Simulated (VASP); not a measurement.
# BeTe (F-43m) in VASP: a series of runs

BeTe is run at these levels: PBE; tasks: single point.

Program: VASP 6.6.1. These are calculated values, not measurements. Logs are shortened: lines on timing, memory, paths and dates and some standing lists are left out, and cuts for length are marked.

### Step 1. The cell of the first run

It takes space group F-43m (No. 216, cubic). The conventional cell has a = 5.602 Å, b = 5.602 Å, c = 5.602 Å, α = 90.00°, β = 90.00°, γ = 90.00°. Be (site symmetry -43m) has 4 Te at 2.43 Å within 3.2 Å. Te (site symmetry -43m) has 4 Be at 2.43 Å within 3.2 Å.

### Step 2. Single point, PBE

Input file INCAR:

```
PREC = Accurate
ENCUT = 600
EDIFF = 1E-6
ISMEAR = 0
SIGMA = 0.05
LREAL = F
LASPH = T
NELM = 120
ALGO = Normal
ISIF = 2
LWAVE = F
LCHARG = F
GGA = PE
NBANDS = 11
GGA_COMPAT = F
```

Input file KPOINTS:

```
Automatic mesh
0
Gamma
  10 10 10
```

Input file POSCAR:

```
BeTe
1.0
    0.0000000000      2.8010148859      2.8010148859
    2.8010148859      0.0000000000      2.8010148859
    2.8010148859      2.8010148859      0.0000000000
Be Te
1 1
Direct
    0.0000000000      0.0000000000      0.0000000000
    0.7500000000      0.7500000000      0.7500000000
```

Potentials or basis: VASP PAW PBE potentials, release 64 (Be, Te).

Command:

```sh
cat potpaw_PBE.64/Be/POTCAR potpaw_PBE.64/Te/POTCAR > POTCAR
mpirun -np 1 vasp_std > vasp.out
```

OUTCAR:

```text
PREC = Accurate
   ENCUT = 600
   EDIFF = 1E-6
   ISMEAR = 0
   LREAL = F
   LASPH = T
   NELM = 120
   ISIF = 2
   GGA = PE

 ion  position               nearest neighbor table
   1  0.000  0.000  0.000-   2 2.43   2 2.43   2 2.43   2 2.43
   2  0.750  0.750  0.750-   1 2.43   1 2.43   1 2.43   1 2.43

  LATTYP: Found a face centered cubic cell.
 ALAT       =     5.6020297718

  Lattice vectors:

 A1 = (   0.0000000000,   2.8010148859,   2.8010148859)
 A2 = (   2.8010148859,   0.0000000000,   2.8010148859)
 A3 = (   2.8010148859,   2.8010148859,   0.0000000000)

Analysis of symmetry for initial positions (statically):
=====================================================================
 Subroutine PRICEL returns:
 Original cell was already a primitive cell.

 Routine SETGRP: Setting up the symmetry group for a
 face centered cubic supercell.

 Subroutine GETGRP returns: Found 24 space group operations
 (whereof 24 operations were pure point group operations)
 out of a pool of 48 trial point group operations.

The static configuration has the point symmetry T_d .

Analysis of symmetry for dynamics (positions and initial velocities):
=====================================================================
 Subroutine PRICEL returns:
 Original cell was already a primitive cell.

 Routine SETGRP: Setting up the symmetry group for a
 face centered cubic supercell.

 Subroutine GETGRP returns: Found 24 space group operations
 (whereof 24 operations were pure point group operations)
 out of a pool of 48 trial point group operations.

The dynamic configuration has the point symmetry T_d .

 Subroutine INISYM returns: Found 24 space group operations
 (whereof 24 operations are pure point group operations),
 and found     1 'primitive' translations

----------------------------------------------------------------------------------------

                                     Primitive cell

  volume of cell :      43.9518

  direct lattice vectors                    reciprocal lattice vectors
     0.000000000  2.801014886  2.801014886    -0.178506727  0.178506727  0.178506727
     2.801014886  0.000000000  2.801014886     0.178506727 -0.178506727  0.178506727
     2.801014886  2.801014886  0.000000000     0.178506727  0.178506727 -0.178506727

  length of vectors
     3.961233240  3.961233240  3.961233240     0.309182721  0.309182721  0.309182721

  position of ions in fractional coordinates (direct lattice)
     0.000000000  0.000000000  0.000000000
     0.750000000  0.750000000  0.750000000

  ion indices of the primitive-cell ions
   primitive index   ion index
                 1           1
                 2           2

----------------------------------------------------------------------------------------

 KPOINTS: Automatic mesh

Automatic generation of k-mesh.
 Grid dimensions read from file:
 generate k-points for:   10   10   10

 Generating k-lattice:

  Cartesian coordinates                     Fractional coordinates (reciprocal lattice)
    -0.017850673  0.017850673  0.017850673     0.100000000  0.000000000  0.000000000
     0.017850673 -0.017850673  0.017850673     0.000000000  0.100000000  0.000000000
     0.017850673  0.017850673 -0.017850673     0.000000000  0.000000000  0.100000000

  Length of vectors
     0.030918272  0.030918272  0.030918272

  Shift w.r.t. Gamma in fractional coordinates (k-lattice)
     0.000000000  0.000000000  0.000000000

 Subroutine IBZKPT returns following result:
 ===========================================

 Found     47 irreducible k-points:

 Following reciprocal coordinates:
            Coordinates               Weight
  0.000000  0.000000  0.000000      1.000000
  0.100000  0.000000  0.000000      8.000000
  0.200000  0.000000  0.000000      8.000000
  0.300000  0.000000  0.000000      8.000000
  0.400000  0.000000  0.000000      8.000000
  0.500000  0.000000  0.000000      4.000000
[... 16 lines left out ...]
  0.300000  0.300000  0.000000      6.000000
  0.400000  0.300000  0.000000     24.000000
 [... further k-points ...]
   k-points           NKPTS =     47   k-points in BZ     NKDIM =     47   number of bands    NBANDS=     11
   number of dos      NEDOS =    301   number of ions     NIONS =      2
   total plane-waves  NPLWV =  32768
   dimension x,y,z NGX =    32 NGY =   32 NGZ =   32
   dimension x,y,z NGXF=    64 NGYF=   64 NGZF=   64
   ions per type =               1   1
   NGX,Y,Z   is equivalent  to a cutoff of  13.43, 13.43, 13.43 a.u.
   NGXF,Y,Z  is equivalent  to a cutoff of  26.86, 26.86, 26.86 a.u.
 SYSTEM =  unknown system
   PREC   = accura    normal or accurate (medium, high low for compatibility)
   ISTART =      0    job   : 0-new  1-cont  2-samecut
   ICHARG =      2    charge: 1-file 2-atom 10-const
   ISPIN  =      1    spin polarized calculation?
   LNONCOLLINEAR =      F non collinear calculations
   LSORBIT =      F    spin-orbit coupling
   LASPH  =      T    aspherical Exc in radial PAW
   ENCUT  =  600.0 eV  44.10 Ry    6.64 a.u.   7.91  7.91  7.91*2*pi/ulx,y,z
   NELM   =    120;   NELMIN=  2; NELMDL= -5     # of ELM steps
   EDIFF  = 0.1E-05   stopping-criterion for ELM
   LREAL  =      F    real-space projection
   EDIFFG = 0.1E-04   stopping-criterion for IOM
   NSW    =      0    number of steps for IOM
   IBRION =     -1    ionic relax: 0-MD 1-quasi-New 2-CG
   NFREE  =      0    steps in history (QN), initial steepest desc. (CG)
   ISIF   =      2    stress and relaxation
   ISYM   =      2    0-nonsym 1-usesym 2-fastsym
   POTIM  = 0.5000    time-step for ionic-motion
   TEBEG  =    0.0;   TEEND  =   0.0 temperature during run
   PSTRESS=    0.0 pullay stress
   NELECT =       8.0000    total number of electrons
   NUPDOWN=      -1.0000    fix difference up-down
   EMIN   =  10.00;   EMAX   =-10.00  energy-range for DOS
   EFERMI =   0.00;   METHOD = LEGACY
   ISMEAR =     0;   SIGMA  =   0.05  broadening in eV -4-tet -1-fermi 0-gaus
   EFERMI_NEDOS =   21; number of points for ismear=-14 and -15
   IALGO  =     38    algorithm
   IMIX   =      4    mixing-type and parameters
     AMIX     =   0.40;   BMIX     =  1.00
     AMIX_MAG =   1.60;   BMIX_MAG =  1.00
  volume/ion in A,a.u.               =      21.98       148.30
  Fermi-wavevector in a.u.,A,eV,Ry     =   0.927782  1.753254 11.711623  0.860780
  Thomas-Fermi vector in A             =   2.053889
   LORBIT       =      0    0 simple, 1 ext, 2 COOP (PROOUT), +10 PAW based schemes
   GGA     = PE    functional components
   LHFCALC =     F    Hartree Fock is set to
   AEXX    =    0.0000 exact exchange contribution
   IVDW    =     0    specifies the selected vdW correction
   LEPSILON=     F    determine dielectric tensor
   LRPA    =     F    only Hartree local field effects (RPA)
 non-spin polarized calculation
 Gauss-broadening in eV      SIGMA  =   0.05
  energy-cutoff  :      600.00
  volume of cell :       43.95
 maximum number of plane-waves:      1479
   NGX = 15   NGY = 15   NGZ = 15

 number of electron       8.0000000 magnetization

 Free energy of the ion-electron system (eV)
  ---------------------------------------------------
  ext. energy  EPLUGINS =         0.00000000
  ---------------------------------------------------
  free energy    TOTEN  =        -7.61488064 eV

  energy without entropy =       -7.61488064  energy(sigma->0) =       -7.61488064

 E-fermi :   5.5400     XC(G=0):  -9.1215

 val. band max:        5.2767075978   @ k =   0.0000   0.0000   0.0000
 cond. band min:       7.2106504121   @ k =   0.5000   0.5000   0.0000
 fundamental gap:      1.9339428143
 Fermi energy:         5.5400188310

 k-point     1 :       0.0000    0.0000    0.0000
  band No.  band energies     occupation
      1      -7.1273      2.00000
      2       5.2767      2.00000
      3       5.2767      2.00000
      4       5.2767      2.00000
      5       8.8728      0.00000
      6       8.8728      0.00000
      7       8.8728      0.00000
      8       9.2161      0.00000
      9      13.6170      0.00000
     10      15.5548      0.00000
     11      15.5548      0.00000

 k-point     2 :       0.1000    0.0000    0.0000
  band No.  band energies     occupation
      1      -7.0300      2.00000
      2       4.3365      2.00000
      3       5.1134      2.00000
      4       5.1134      2.00000
      5       8.8766      0.00000
      6       9.1109      0.00000
      7       9.1109      0.00000
      8      10.0876      0.00000
      9      13.9086      0.00000
     10      14.7964      0.00000
     11      14.7964      0.00000

 k-point     3 :       0.2000    0.0000    0.0000
  band No.  band energies     occupation
      1      -6.7515      2.00000
      2       2.6994      2.00000
      3       4.7638      2.00000
      4       4.7638      2.00000
      5       8.7164      0.00000
      6       9.5808      0.00000
      7       9.5808      0.00000
      8      11.6813      0.00000
      9      14.2816      0.00000
     10      14.2816      0.00000
     11      14.3247      0.00000

 k-point     4 :       0.3000    0.0000    0.0000
  band No.  band energies     occupation
      1      -6.3433      2.00000
      2       1.1754      2.00000
      3       4.4247      2.00000
      4       4.4247      2.00000
      5       8.5486      0.00000
      6       9.8635      0.00000
      7       9.8635      0.00000
      8      12.9068      0.00000
      9      14.4759      0.00000
     10      14.6056      0.00000
     11      14.6056      0.00000
[... 239 lines left out ...]
 k-point    22 :      -0.2000    0.2000    0.0000
  band No.  band energies     occupation
      1      -6.2033      2.00000
      2       1.4839      2.00000
      3       2.7620      2.00000
      4       4.4874      2.00000
      5       9.3314      0.00000
      6      10.0992      0.00000
      7      10.6978      0.00000
      8      11.6287      0.00000
      9      13.3670      0.00000
     10      15.6454      0.00000
     11      16.5819      0.00000

 k-point    23 :       0.3000    0.3000    0.0000
  band No.  band energies     occupation
      1      -6.0725      2.00000
      2       1.6553      2.00000
      3       3.2111      2.00000
      4       3.2111      2.00000
      5       7.6342      0.00000
      6       9.0964      0.00000
      7      12.5882      0.00000
      8      12.5882      0.00000
      9      14.8704      0.00000
     10      16.8716      0.00000
     11      16.9636      0.00000

 k-point    24 :       0.4000    0.3000    0.0000
  band No.  band energies     occupation
      1      -5.7427      2.00000
      2       0.9540      2.00000
      3       2.7219      2.00000
      4       2.9975      2.00000
      5       7.7445      0.00000
      6       8.9513      0.00000
      7      12.8915      0.00000
      8      13.0732      0.00000
      9      16.0718      0.00000
     10      17.2746      0.00000
     11      17.5738      0.00000

 [... further k-points ...]

------------------------ aborting loop because EDIFF is reached ----------------------------------------

  FORCE on cell =-STRESS in cart. coord.  units (eV):
  Direction    XX          YY          ZZ          XY          YZ          ZX
  --------------------------------------------------------------------------------------
  -------------------------------------------------------------------------------------
  Total        0.5859037      0.5859037      0.5859037     -0.0000000     -0.0000000     -0.0000000
  in kB       21.3580012     21.3580012     21.3580012     -0.0000000     -0.0000000     -0.0000000
  external PRESSURE =      21.3580012 kB  Pullay stress =       0.0000000 kB

 VOLUME and BASIS-vectors are now :
 -----------------------------------------------------------------------------
  energy-cutoff  :      600.00
  volume of cell :       43.95
      direct lattice vectors                 reciprocal lattice vectors
     0.000000000  2.801014886  2.801014886    -0.178506727  0.178506727  0.178506727
     2.801014886  0.000000000  2.801014886     0.178506727 -0.178506727  0.178506727
     2.801014886  2.801014886  0.000000000     0.178506727  0.178506727 -0.178506727

 POSITION                                       TOTAL-FORCE (eV/Angst)
 -----------------------------------------------------------------------------------
      0.00000      0.00000      0.00000         0.000000      0.000000      0.000000
      4.20152      4.20152      4.20152        -0.000000     -0.000000     -0.000000
 -----------------------------------------------------------------------------------
    total drift:                               -0.000000     -0.000000     -0.000000

  FREE ENERGIE OF THE ION-ELECTRON SYSTEM (eV)
  ---------------------------------------------------
  free  energy   TOTEN  =        -7.6148806446 eV

  energy  without entropy=       -7.6148806446  energy(sigma->0) =       -7.61488064
```

Wall time 22 s (1 thread of Intel Xeon Platinum 8375C at 2.90GHz (Ice Lake), shared host); peak memory 0.19 GiB.

Results:

| Item | Value |
| --- | --- |
| Free energy | -7.6149 eV |
| Pressure | 2.1 GPa |
| Band gap on the k mesh | 1.93 eV, indirect (least direct gap 3.60 eV) |

Caveat: spin-orbit coupling is left out, which moves the levels of the heavy elements.

### Step 3. Single point, PBE

This run uses another cell than the first one, of 22.72 Å³/atom, 1.034 times its volume.

Input file INCAR:

```
PREC     = Accurate       # precision mode
ENCUT    = 600            # plane-wave cutoff, eV
EDIFF    = 1E-6           # SCF threshold, eV
ISMEAR   = 0              # smearing method
SIGMA    = 0.01           # smearing width, eV
LREAL    = F              # projectors in reciprocal space
LASPH    = T              # aspherical terms in the spheres
NELM     = 120            # most SCF steps
ALGO     = Normal         # electronic algorithm
ISIF     = 2              # what is computed and relaxed
LWAVE    = F              # write WAVECAR
LCHARG   = F              # write CHGCAR
GGA      = PE             # functional
NBANDS   = 11             # bands
GGA_COMPAT= F
```

Input file KPOINTS:

```
regular mesh
0
Gamma
  10 10 10
```

Input file POSCAR:

```
BeTe
1.0
    0.0000000000      2.8324841938      2.8324841938
    2.8324841938      0.0000000000      2.8324841938
    2.8324841938      2.8324841938      0.0000000000
Be Te
1 1
Direct
    0.0000000000      0.0000000000      0.0000000000
    0.7500000000      0.7500000000      0.7500000000
```

Potentials or basis: VASP PAW PBE potentials, release 64 (Be, Te).

Command:

```sh
cat potpaw_PBE.64/Be/POTCAR potpaw_PBE.64/Te/POTCAR > POTCAR
mpirun -np 1 vasp_std > vasp.out
```

It took 18 s on 1 thread of Intel Xeon Platinum 8375C at 2.90GHz (Ice Lake), shared host; peak memory 0.19 GiB.

It converged, with:

```
Free energy            : -7.6251 eV
Pressure               : 0.1 GPa
Band gap on the k mesh : 2.02 eV, indirect (least direct gap 3.62 eV)
```

Levels at points of the mesh, in eV from the valence-band top:
```csv
k point,band 1,band 2,band 3,band 4,band 5,band 6,band 7,band 8,band 9
"(0.00, 0.00, 0.00)",-12.18,0.00,0.00,0.00,3.62,3.62,3.62,3.69,8.29
"(0.50, 0.00, 0.00)",-10.88,-5.43,-1.10,-1.10,3.03,4.60,4.60,7.82,10.86
"(0.50, 0.50, 0.00)",-10.41,-5.02,-2.58,-2.58,2.02,2.69,9.59,9.59,11.45
```

Caveat: spin-orbit coupling is left out, which moves the levels of the heavy elements.

### Step 4. Single point, PBE

This run uses another cell than the first one, of 22.72 Å³/atom, 1.034 times its volume.

Input file INCAR:

```
  ALGO = Normal
  EDIFF = 1E-7
  ENCUT = 520
  GGA = PE
  ISIF = 2
  ISMEAR = 0
  LASPH = T
  LCHARG = F
  LREAL = F
  LWAVE = F
  NBANDS = 11
  NELM = 60
  PREC = Accurate
  SIGMA = 0.05
```

Input file KPOINTS:

```
k-points
0
Gamma
  10 10 10
```

POSCAR is that of step 3.

Command:

```sh
cat potpaw_PBE.64/Be/POTCAR potpaw_PBE.64/Te/POTCAR > POTCAR
mpirun -np 1 vasp_std > vasp.out
```

It took 12 s on 1 thread of Intel Xeon 6975P-C (Granite Rapids), shared host; peak memory 0.18 GiB.

Results (log left out):

| Item | Value |
| --- | --- |
| Free energy | -7.6250 eV |
| Pressure | 0.1 GPa |
| Band gap on the k mesh | 2.02 eV, indirect (least direct gap 3.62 eV) |

Levels at points of the mesh, in eV from the valence-band top:
| k point | band 1 | band 2 | band 3 | band 4 | band 5 | band 6 | band 7 | band 8 | band 9 |
| --- | --- | --- | --- | --- | --- | --- | --- | --- | --- |
| (0.00, 0.00, 0.00) | -12.18 | 0.00 | 0.00 | 0.00 | 3.62 | 3.62 | 3.62 | 3.69 | 8.29 |
| (0.50, 0.00, 0.00) | -10.88 | -5.43 | -1.10 | -1.10 | 3.03 | 4.60 | 4.60 | 7.82 | 10.86 |
| (0.50, 0.50, 0.00) | -10.41 | -5.02 | -2.58 | -2.58 | 2.02 | 2.69 | 9.59 | 9.59 | 11.45 |

Caveat: spin-orbit coupling is left out, which moves the levels of the heavy elements.

### Step 5. Overview

```tsv
cell	cutoff (eV)	smearing	gap on the mesh (eV)	pressure (GPa)
a = 3.961 Å, angles 60.0°, 2 atoms	600	gaussian 0.05 eV	1.93	2.1
a = 4.006 Å, angles 60.0°, 2 atoms	600	gaussian 0.01 eV	2.02	0.1
a = 4.006 Å, angles 60.0°, 2 atoms	520	gaussian 0.05 eV	2.02	0.1
```

Alike in all rows: task single point; level PBE; potentials or basis VASP PAW PBE potentials, release 64 (Be, Te); no spin polarisation; k mesh 10 × 10 × 10.

Caveats: spin-orbit coupling is left out, which moves the levels of the heavy elements.

Absolute energies hang on the potentials; compare differences alone.
